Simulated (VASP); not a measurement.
# CuO (P4/mmm) in VASP: further runs

Runs on CuO. Level: PBEsol. Tasks: single point.

Everything below comes from runs of VASP 6.6.1. Logs are shortened: lines on timing, memory, paths and dates and some standing lists are left out, and cuts for length are marked.

## 1. The cell of the first run

It takes space group P4/mmm (No. 123, tetragonal). Conventional cell: a = 4.031 Å, b = 4.031 Å, c = 3.846 Å, α = 90.00°, β = 90.00°, γ = 90.00°. Cu (site symmetry mmm) has 4 O at 1.92 to 2.02 Å within 2.5 Å. Within 2.5 Å of Cu (site symmetry 4/mmm) lie 6 O at 1.92 to 2.02 Å. Within 2.5 Å of O (site symmetry 4/mmm) lie 6 Cu at 1.92 to 2.02 Å. O (site symmetry mmm) has 4 Cu at 1.92 to 2.02 Å within 2.5 Å.

## 2. Single point, PBEsol

Input file INCAR:

```
SYSTEM = CuO
ALGO = Normal
EDIFF = 1E-6
ENCUT = 520
GGA = PS
ISIF = 2
ISMEAR = -1
LASPH = .TRUE.
LCHARG = .FALSE.
LREAL = .FALSE.
LWAVE = .FALSE.
NBANDS = 34
NELM = 80
PREC = Accurate
SIGMA = 0.05
```

Input file KPOINTS:

```
k-points
0
G
  7 7 7
  0 0 0
```

Input file POSCAR:

```
CuO
1.0
    4.0308139243      0.0000000000      0.0000000000
    0.0000000000      4.0308139243      0.0000000000
    0.0000000000      0.0000000000      3.8459727623
Cu O
3 3
Direct
    0.5000000000      0.0000000000      0.5000000000
    0.0000000000      0.5000000000      0.5000000000
    0.0000000000      0.0000000000      0.0000000000
    0.0000000000      0.0000000000      0.5000000000
    0.5000000000      0.0000000000      0.0000000000
    0.0000000000      0.5000000000      0.0000000000
```

Potentials or basis: VASP PAW PBE potentials, release 64 (Cu, O).

Launch:

```console
cat potpaw_PBE.64/Cu/POTCAR potpaw_PBE.64/O/POTCAR > POTCAR
mpirun -np 1 vasp_std > vasp.out
```

OUTCAR:

```text
SYSTEM = CuO
   EDIFF = 1E-6
   ENCUT = 520
   GGA = PS
   ISIF = 2
   ISMEAR = -1
   LASPH = .TRUE.
   LREAL = .FALSE.
   NELM = 80
   PREC = Accurate

 ion  position               nearest neighbor table
   1  0.500  0.000  0.500-   5 1.92   5 1.92   4 2.02   4 2.02   3 2.79   3 2.79   3 2.79   3 2.79

   2  0.000  0.500  0.500-   6 1.92   6 1.92   4 2.02   4 2.02   3 2.79   3 2.79   3 2.79   3 2.79

   3  0.000  0.000  0.000-   4 1.92   4 1.92   6 2.02   5 2.02   6 2.02   5 2.02   2 2.79   2 2.79
                             2 2.79   1 2.79   2 2.79   1 2.79   1 2.79   1 2.79
   4  0.000  0.000  0.500-   3 1.92   3 1.92   1 2.02   2 2.02   2 2.02   1 2.02
   5  0.500  0.000  0.000-   1 1.92   1 1.92   3 2.02   3 2.02
   6  0.000  0.500  0.000-   2 1.92   2 1.92   3 2.02   3 2.02

  LATTYP: Found a simple tetragonal cell.
 ALAT       =     4.0308139243
 C/A-ratio  =     0.9541429683

  Lattice vectors:

 A1 = (   4.0308139243,   0.0000000000,   0.0000000000)
 A2 = (   0.0000000000,   4.0308139243,   0.0000000000)
 A3 = (   0.0000000000,   0.0000000000,   3.8459727623)

Analysis of symmetry for initial positions (statically):
=====================================================================
 Subroutine PRICEL returns:
 Original cell was already a primitive cell.

 Routine SETGRP: Setting up the symmetry group for a
 simple tetragonal supercell.

 Subroutine GETGRP returns: Found 16 space group operations
 (whereof 16 operations were pure point group operations)
 out of a pool of 16 trial point group operations.

The static configuration has the point symmetry D_4h.

Analysis of symmetry for dynamics (positions and initial velocities):
=====================================================================
 Subroutine PRICEL returns:
 Original cell was already a primitive cell.

 Routine SETGRP: Setting up the symmetry group for a
 simple tetragonal supercell.

 Subroutine GETGRP returns: Found 16 space group operations
 (whereof 16 operations were pure point group operations)
 out of a pool of 16 trial point group operations.

The dynamic configuration has the point symmetry D_4h.

 Subroutine INISYM returns: Found 16 space group operations
 (whereof 16 operations are pure point group operations),
 and found     1 'primitive' translations

----------------------------------------------------------------------------------------

                                     Primitive cell

  volume of cell :      62.4873

  direct lattice vectors                    reciprocal lattice vectors
     4.030813924  0.000000000  0.000000000     0.248088852  0.000000000  0.000000000
     0.000000000  4.030813924  0.000000000     0.000000000  0.248088852  0.000000000
     0.000000000  0.000000000  3.845972762     0.000000000  0.000000000  0.260012242

  length of vectors
     4.030813924  4.030813924  3.845972762     0.248088852  0.248088852  0.260012242

  position of ions in fractional coordinates (direct lattice)
     0.500000000  0.000000000  0.500000000
     0.000000000  0.500000000  0.500000000
     0.000000000  0.000000000  0.000000000
     0.000000000  0.000000000  0.500000000
     0.500000000  0.000000000  0.000000000
     0.000000000  0.500000000  0.000000000

  ion indices of the primitive-cell ions
   primitive index   ion index
                 1           1
                 2           2
                 3           3
                 4           4
                 5           5
                 6           6

----------------------------------------------------------------------------------------

 KPOINTS: k-points

Automatic generation of k-mesh.
 Grid dimensions read from file:
 generate k-points for:    7    7    7

 Generating k-lattice:

  Cartesian coordinates                     Fractional coordinates (reciprocal lattice)
     0.035441265  0.000000000  0.000000000     0.142857143  0.000000000  0.000000000
     0.000000000  0.035441265  0.000000000     0.000000000  0.142857143  0.000000000
     0.000000000  0.000000000  0.037144606     0.000000000  0.000000000  0.142857143

  Length of vectors
     0.035441265  0.035441265  0.037144606

  Shift w.r.t. Gamma in fractional coordinates (k-lattice)
     0.000000000  0.000000000  0.000000000

 Subroutine IBZKPT returns following result:
 ===========================================

 Found     40 irreducible k-points:

 Following reciprocal coordinates:
            Coordinates               Weight
  0.000000  0.000000  0.000000      1.000000
  0.142857  0.000000  0.000000      4.000000
  0.285714  0.000000  0.000000      4.000000
  0.428571  0.000000  0.000000      4.000000
  0.142857  0.142857  0.000000      4.000000
  0.285714  0.142857  0.000000      8.000000
[... 16 lines left out ...]
  0.285714  0.000000  0.285714      8.000000
  0.428571  0.000000  0.285714      8.000000
 [... further k-points ...]
   k-points           NKPTS =     40   k-points in BZ     NKDIM =     40   number of bands    NBANDS=     34
   number of dos      NEDOS =    301   number of ions     NIONS =      6
   total plane-waves  NPLWV =  27000
   dimension x,y,z NGX =    30 NGY =   30 NGZ =   30
   dimension x,y,z NGXF=    60 NGYF=   60 NGZF=   60
   ions per type =               3   3
   NGX,Y,Z   is equivalent  to a cutoff of  12.37, 12.37, 12.97 a.u.
   NGXF,Y,Z  is equivalent  to a cutoff of  24.75, 24.75, 25.94 a.u.
 SYSTEM =  CuO
   PREC   = accura    normal or accurate (medium, high low for compatibility)
   ISTART =      0    job   : 0-new  1-cont  2-samecut
   ICHARG =      2    charge: 1-file 2-atom 10-const
   ISPIN  =      1    spin polarized calculation?
   LNONCOLLINEAR =      F non collinear calculations
   LSORBIT =      F    spin-orbit coupling
   LASPH  =      T    aspherical Exc in radial PAW
   ENCUT  =  520.0 eV  38.22 Ry    6.18 a.u.   7.49  7.49  7.15*2*pi/ulx,y,z
   NELM   =     80;   NELMIN=  2; NELMDL= -5     # of ELM steps
   EDIFF  = 0.1E-05   stopping-criterion for ELM
   LREAL  =      F    real-space projection
   EDIFFG = 0.1E-04   stopping-criterion for IOM
   NSW    =      0    number of steps for IOM
   IBRION =     -1    ionic relax: 0-MD 1-quasi-New 2-CG
   NFREE  =      0    steps in history (QN), initial steepest desc. (CG)
   ISIF   =      2    stress and relaxation
   ISYM   =      2    0-nonsym 1-usesym 2-fastsym
   POTIM  = 0.5000    time-step for ionic-motion
   TEBEG  =    0.0;   TEEND  =   0.0 temperature during run
   PSTRESS=    0.0 pullay stress
   NELECT =      51.0000    total number of electrons
   NUPDOWN=      -1.0000    fix difference up-down
   EMIN   =  10.00;   EMAX   =-10.00  energy-range for DOS
   EFERMI =   0.00;   METHOD = LEGACY
   ISMEAR =    -1;   SIGMA  =   0.05  broadening in eV -4-tet -1-fermi 0-gaus
   EFERMI_NEDOS =   21; number of points for ismear=-14 and -15
   IALGO  =     38    algorithm
   IMIX   =      4    mixing-type and parameters
     AMIX     =   0.40;   BMIX     =  1.00
     AMIX_MAG =   1.60;   BMIX_MAG =  1.00
  volume/ion in A,a.u.               =      10.41        70.28
  Fermi-wavevector in a.u.,A,eV,Ry     =   1.529916  2.891122 31.846391  2.340644
  Thomas-Fermi vector in A             =   2.637471
   LORBIT       =      0    0 simple, 1 ext, 2 COOP (PROOUT), +10 PAW based schemes
   GGA     = PS    functional components
   LHFCALC =     F    Hartree Fock is set to
   AEXX    =    0.0000 exact exchange contribution
   IVDW    =     0    specifies the selected vdW correction
   LEPSILON=     F    determine dielectric tensor
   LRPA    =     F    only Hartree local field effects (RPA)
 non-spin polarized calculation
  energy-cutoff  :      520.00
  volume of cell :       62.49
 maximum number of plane-waves:      1699
 NGX is ok and might be reduce to    30
   NGX = 15   NGY = 15   NGZ = 15

 number of electron      50.9999979 magnetization

 Free energy of the ion-electron system (eV)
  ---------------------------------------------------
  ext. energy  EPLUGINS =         0.00000000
  ---------------------------------------------------
  free energy    TOTEN  =       -30.54420551 eV

  energy without entropy =      -30.51772129  energy(sigma->0) =      -30.53096340

 E-fermi :   4.8577     XC(G=0): -11.8666

 val. band max:        4.8432047445   @ k =   0.4286   0.2857   0.2857
 cond. band min:       4.9236481512   @ k =   0.1429   0.0000   0.4286
 fundamental gap:      0.0804434067
 Fermi energy:         4.8576887274

 k-point     1 :       0.0000    0.0000    0.0000
  band No.  band energies     occupation
      1     -15.5019      2.00000
      2     -13.2387      2.00000
      3     -12.6884      2.00000
      4      -1.6528      2.00000
      5      -1.4769      2.00000
      6      -1.4769      2.00000
[... 26 lines left out ...]
     33      16.1108      0.00000
     34      16.5753      0.00000

 k-point     2 :       0.1429    0.0000    0.0000
  band No.  band energies     occupation
      1     -15.4564      2.00000
      2     -13.2161      2.00000
      3     -12.7213      2.00000
      4      -1.6573      2.00000
      5      -1.6282      2.00000
      6      -1.4825      2.00000
[... 26 lines left out ...]
     33      16.5587      0.00000
     34      16.7258      0.00000

 k-point     3 :       0.2857    0.0000    0.0000
  band No.  band energies     occupation
      1     -15.3486      2.00000
      2     -13.1541      2.00000
      3     -12.8119      2.00000
      4      -1.9709      2.00000
      5      -1.5644      2.00000
      6      -1.4955      2.00000
[... 26 lines left out ...]
     33      16.5136      0.00000
     34      17.7785      0.00000

 k-point     4 :       0.4286    0.0000    0.0000
  band No.  band energies     occupation
      1     -15.2558      2.00000
      2     -13.0663      2.00000
      3     -12.9297      2.00000
      4      -2.1347      2.00000
      5      -1.5063      2.00000
      6      -1.5009      2.00000
[... 26 lines left out ...]
     33      16.6434      0.00000
     34      17.5153      0.00000

 k-point     5 :       0.1429    0.1429    0.0000
  band No.  band energies     occupation
      1     -15.4110      2.00000
      2     -13.1951      2.00000
      3     -12.7503      2.00000
      4      -1.7098      2.00000
      5      -1.6207      2.00000
      6      -1.6049      2.00000
[... 621 lines left out ...]
 k-point    22 :       0.1429    0.0000    0.2857
  band No.  band energies     occupation
      1     -15.2057      2.00000
      2     -13.2628      2.00000
      3     -12.5712      2.00000
      4      -2.4164      2.00000
      5      -1.6093      2.00000
      6      -1.3875      2.00000
[... 26 lines left out ...]
     33      15.0158      0.00000
     34      18.2952      0.00000

 k-point    23 :       0.2857    0.0000    0.2857
  band No.  band energies     occupation
      1     -15.1204      2.00000
      2     -13.1492      2.00000
      3     -12.6647      2.00000
      4      -2.6398      2.00000
      5      -2.1035      2.00000
      6      -1.4313      2.00000
[... 26 lines left out ...]
     33      15.6775      0.00000
     34      17.8146      0.00000

 k-point    24 :       0.4286    0.0000    0.2857
  band No.  band energies     occupation
      1     -15.0488      2.00000
      2     -12.9923      2.00000
      3     -12.8079      2.00000
      4      -2.7671      2.00000
      5      -2.5325      2.00000
      6      -1.4672      2.00000
[... 26 lines left out ...]
     33      16.3273      0.00000
     34      17.5068      0.00000

 [... further k-points ...]

------------------------ aborting loop because EDIFF is reached ----------------------------------------

  FORCE on cell =-STRESS in cart. coord.  units (eV):
  Direction    XX          YY          ZZ          XY          YZ          ZX
  --------------------------------------------------------------------------------------
  -------------------------------------------------------------------------------------
  Total        2.1203649      2.1203649      2.4179922      0.0000000     -0.0000000      0.0000000
  in kB       54.3662631     54.3662631     61.9974419      0.0000000     -0.0000000      0.0000000
  external PRESSURE =      56.9099894 kB  Pullay stress =       0.0000000 kB

 VOLUME and BASIS-vectors are now :
 -----------------------------------------------------------------------------
  energy-cutoff  :      520.00
  volume of cell :       62.49
      direct lattice vectors                 reciprocal lattice vectors
     4.030813924  0.000000000  0.000000000     0.248088852  0.000000000  0.000000000
     0.000000000  4.030813924  0.000000000     0.000000000  0.248088852  0.000000000
     0.000000000  0.000000000  3.845972762     0.000000000  0.000000000  0.260012242

 POSITION                                       TOTAL-FORCE (eV/Angst)
 -----------------------------------------------------------------------------------
      2.01541      0.00000      1.92299         0.000000      0.000000      0.000000
      0.00000      2.01541      1.92299         0.000000      0.000000      0.000000
      0.00000      0.00000      0.00000         0.000000      0.000000      0.000000
      0.00000      0.00000      1.92299         0.000000      0.000000      0.000000
      2.01541      0.00000      0.00000         0.000000      0.000000      0.000000
      0.00000      2.01541      0.00000         0.000000      0.000000      0.000000
 -----------------------------------------------------------------------------------
    total drift:                                0.000000      0.000000     -0.000000

  FREE ENERGIE OF THE ION-ELECTRON SYSTEM (eV)
  ---------------------------------------------------
  free  energy   TOTEN  =       -30.5442055109 eV

  energy  without entropy=      -30.5177212929  energy(sigma->0) =      -30.53096340
```

Run time: 97 s. Hardware: 1 thread of Intel Xeon Platinum 8488C (Sapphire Rapids), shared host; peak memory 0.2 GiB.

What came out:

```yaml
Free_energy: -30.5442 eV
Pressure: 5.7 GPa
Band_gap_on_the_k_mesh: zero (an odd number of electrons rules out a gap without spin polarisation)
```

Levels at points of the mesh, in eV from the Fermi level:
| k point | band 23 | band 24 | band 25 | band 26 | band 27 | band 28 | band 29 | band 30 |
| --- | --- | --- | --- | --- | --- | --- | --- | --- |
| (0.00, 0.00, 0.00) | -1.65 | -1.58 | -1.58 | -1.58 | -1.42 | 1.36 | 6.45 | 8.09 |

Caveat: the cell stands under pressure; the PAW data sets were made with another functional, which shifts forces and pressure a little; an odd number of electrons without spin polarisation forces a metal; a magnetic or distorted state may lie lower; semilocal functionals often make such compounds metallic where correlation or magnetic order opens a gap, which also shifts bond lengths.

[end of part 1 of 2]

The gap in the log of VASP goes by the Fermi energy; the results here count the filled bands.